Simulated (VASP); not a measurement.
Wanted: the native input for a VASP 6.6.1 run.

```yaml
Task: single point
Functional: r2SCAN
Potentials_or_basis: VASP PAW PBE potentials, release 64 (Si, O)
Cutoff: 520 eV
k_mesh: 10 × 10 × 10
Occupations: gaussian, width 0.01 eV
Spin: no spin polarisation
Dipole_correction: no
Further_INCAR_settings: ALGO = Normal; EDIFF = 1e-06; NBANDS = 15
```

SiO2:

```xyz
3
Lattice="0.0000 2.2642 2.3556 2.2642 0.0000 2.3556 2.2642 2.2642 0.0000" Properties=species:S:1:pos:R:3 pbc="T T T"
Si    0.0000    0.0000    0.0000
O     1.1321    1.1321    1.1778
O     3.3963    3.3963    3.5335
```

This cell differs from its parent crystal: uniaxial z strain +4.0%.

One way to write it, as run:

POSCAR

```
SiO2
1.0
    0.0000000000      2.2641691115      2.3556415436
    2.2641691115      0.0000000000      2.3556415436
    2.2641691115      2.2641691115      0.0000000000
Si O
1 2
Direct
    0.0000000000      0.0000000000      0.0000000000
    0.2500000000      0.2500000000      0.2500000000
    0.7500000000      0.7500000000      0.7500000000
```

INCAR.step1

```
SYSTEM = SiO2
ALGO = Normal ; EDIFF = 1E-4
ENCUT = 520 ; GGA = PE
ISMEAR = 0 ; LASPH = .TRUE.
LCHARG = .FALSE. ; LREAL = .FALSE.
LWAVE = .TRUE. ; NBANDS = 15
NELM = 80 ; PREC = Accurate
SIGMA = 0.01
```

INCAR.step2

```
SYSTEM = SiO2
ALGO = Normal ; EDIFF = 1E-6
ENCUT = 520 ; ISIF = 2
ISMEAR = 0 ; ISTART = 1
LASPH = .TRUE. ; LCHARG = .TRUE.
LELF = .TRUE. ; LMIXTAU = .TRUE.
LREAL = .FALSE. ; LVHAR = .TRUE.
LWAVE = .FALSE. ; METAGGA = R2SCAN
NBANDS = 15 ; NELM = 80
PREC = Accurate ; SIGMA = 0.01
```

KPOINTS

```
k-points
0
G
  10 10 10
  0 0 0
```

Potentials or basis: VASP PAW PBE potentials, release 64 (Si, O).

Launch:

```console
$ cat potpaw_PBE.64/Si/POTCAR potpaw_PBE.64/O/POTCAR > POTCAR
$ cp INCAR.step1 INCAR
$ mpirun -np 1 vasp_std > vasp.out
$ cp INCAR.step2 INCAR
$ mpirun -np 1 vasp_std > vasp.out
```

Results of the run:

```
Pressure               : -10.1 GPa
Band gap on the k mesh : 2.08 eV (least direct gap 2.17 eV)
```

Caveat: the cell differs from its parent crystal (uniaxial z strain +4.0%); the cell stands under tension; the PAW data sets were made with another functional, which shifts forces and pressure a little.

It took 100 s on 1 thread of Intel Xeon 8259CL (shared host), peak memory 0.16 GiB.
